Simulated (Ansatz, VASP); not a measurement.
# Mg3Te2 in VASP and in Ansatz

```
CELL_PARAMETERS angstrom
5.15145 0.00000 0.00000
-2.57573 4.46129 0.00000
0.00000 0.00000 6.13724
ATOMIC_POSITIONS crystal
Mg 0.00000 0.00000 0.00000
Mg 0.33333 0.66667 0.72369
Mg 0.66667 0.33333 0.27631
Te 0.33333 0.66667 0.23745
Te 0.66667 0.33333 0.76255
```

Alike in both runs: functional PBE; k mesh 6 × 6 × 4; occupations gaussian, width 0.1 eV; no spin polarisation.

Ansatz relaxed the structure, and its values are those at the end. VASP's run is a single point on that final structure, the one shown.

```csv
,VASP,Ansatz
version,VASP 6.6.1,Ansatz 0.2.0
potentials or method,"VASP PAW PBE potentials, release 64 (Mg, Te), cutoff 520 eV","scalar-relativistic, plane waves, PAW"
valence electrons in the cell,18,62
```

|  | VASP | Ansatz | Ansatz less VASP |
| --- | --- | --- | --- |
| gap on the k mesh at the Fermi level (eV) | none | none | - |
| pressure (GPa) | 0.0 | 0.1 | +0.06 |

A gap of «none» marks a metal or a gap that the smearing closes. With one functional, cell and mesh, what is left measures potentials, basis and numerics. VASP's potentials hold 18 valence electrons a cell and Ansatz's 62, so a difference there can come from the potentials and not from the codes.

Neither program's run includes spin-orbit coupling.
